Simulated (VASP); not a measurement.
**Ta: single point with PBEsol**

The system is Ta.

```
Ta
1.0
     2.14942    0.00000    0.00000
     0.00000    2.14942    0.00000
     0.00000    0.00000    2.14942
Ta
1
Direct
  0.00000 0.00000 0.00000
```

This cell differs from its parent crystal: volume scaled by 0.5.

```
Program             : VASP 6.6.1
Task                : single point
Functional          : PBEsol
Potentials or basis : VASP PAW PBE potentials, release 64 (Ta_pv)
Cutoff              : 520 eV
k mesh              : 14 × 14 × 14
Occupations         : fermi-dirac, width 0.05 eV
Spin                : no spin polarisation
```

```json
{
  "Pressure": "444.5 GPa"
}
```

Levels at points of the mesh, in eV from the Fermi level:
```csv
k point,band 4,band 5,band 6,band 7,band 8,band 9
"(0.00, 0.00, 0.00)",-9.48,-7.53,-7.53,13.02,13.02,13.02
"(0.50, 0.00, 0.00)",-5.17,-4.40,2.24,2.71,2.71,14.37
"(0.50, 0.50, 0.00)",-11.62,-1.98,4.97,4.97,11.71,11.71
"(0.50, 0.50, 0.50)",-8.02,-8.02,-8.02,5.60,14.92,21.11
```

It took 6 s on 1 thread of Intel Xeon 6975P-C, on a shared host, peak memory 0.12 GiB.

Caveat: the PAW data sets were made with another functional, which shifts forces and pressure a little; spin-orbit coupling is left out, which moves the levels of the heavy elements.
